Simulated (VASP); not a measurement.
Here is a VASP 6.6.1 calculation.

File INCAR:

```
SYSTEM = AlN
PREC     = Accurate       ! precision mode
ENCUT    = 520            ! plane-wave cutoff, eV
EDIFF    = 1E-6           ! SCF threshold, eV
ISMEAR   = 0              ! smearing method
SIGMA    = 0.05           ! smearing width, eV
LREAL    = .FALSE.        ! projectors in reciprocal space
LASPH    = .TRUE.         ! aspherical terms in the spheres
NELM     = 80             ! most SCF steps
ALGO     = Normal         ! electronic algorithm
ISIF     = 2              ! what is computed and relaxed
LWAVE    = .FALSE.        ! write WAVECAR
LCHARG   = .FALSE.        ! write CHGCAR
GGA      = PE             ! functional
NBANDS   = 26             ! bands
```

File KPOINTS:

```
regular mesh
0
G
  8 8 3
  0 0 0
```

File POSCAR:

```
AlN
1.0
   -3.1302395629      0.0000000000      0.0000000000
   -1.5651197814     -2.7108669814      0.0000000000
    0.0000000000      0.0000000000     13.0359593112
Al N
4 4
Direct
    0.3333333333      0.3333333333      0.5039662147
    0.3333333333      0.3333333333      0.1190325450
    0.6666666667      0.6666666667      0.6964330495
    0.6666666667      0.6666666667      0.3114993798
    0.3333333333      0.3333333333      0.6508347944
    0.3333333333      0.3333333333      0.2659011247
    0.6666666667      0.6666666667      0.0734342899
    0.6666666667      0.6666666667      0.4583679596
```

Potentials or basis: VASP PAW PBE potentials, release 64 (Al, N).

Launch:

```sh
$ cat potpaw_PBE.64/Al/POTCAR potpaw_PBE.64/N/POTCAR > POTCAR
$ mpirun -np 1 vasp_std > vasp.out
```

Q: What does it give for the largest force?

A: 2.110 eV/Å.

Q: Estimate the pressure.

A: -1.4 GPa.

Stress tensor (GPa, compression positive):
```
-1.73  0.00  0.00
 0.00 -1.73  0.00
 0.00  0.00 -0.62
```

Caveat: forces of over 1 eV/Å act on the atoms, so gaps and moduli don't describe the material at rest.
